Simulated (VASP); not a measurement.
Input of a VASP 6.6.1 run:

File INCAR:

```
SYSTEM = C
PREC = Accurate
ENCUT = 600
EDIFF = 1E-7
ISMEAR = 0
SIGMA = 0.02
LREAL = .FALSE.
LASPH = .TRUE.
NELM = 100
ALGO = Normal
ISIF = 3
LWAVE = .FALSE.
LCHARG = .FALSE.
GGA = PE
IBRION = 2
NSW = 100
EDIFFG = -0.005
```

KPOINTS

```
regular mesh
0
G
  12 12 6
  0 0 0
```

File POSCAR:

```
C
1.0
    2.1360055124     -1.2332322756     -0.0083048606
    2.1360055124      1.2332322756     -0.0083048606
   -1.3983746777      0.0000000000      4.2884832222
C
2
Direct
    0.8333348324      0.8333348324      0.0000045101
    0.1666651676      0.1666651676      0.9999954899
```

Potentials or basis: VASP PAW PBE potentials, release 64 (C).

Run with:

```bash
$ cat potpaw_PBE.64/C/POTCAR > POTCAR
$ mpirun -np 1 vasp_std > vasp.out
```

(1) Predict the space group after relaxing (to 0.05 Å).

(2) What does it give for the band gap on the k mesh?

(3) Predict the relaxed volume.

Results:

(1) R-3m (No. 166).

(2) 0.25 eV, indirect (the least direct gap lies 1.2 meV higher).

(3) 10.28 Å³/atom.

Caveat: this functional lacks dispersion, which binds the layers, so the pressure and a relaxed spacing across them are unreliable.
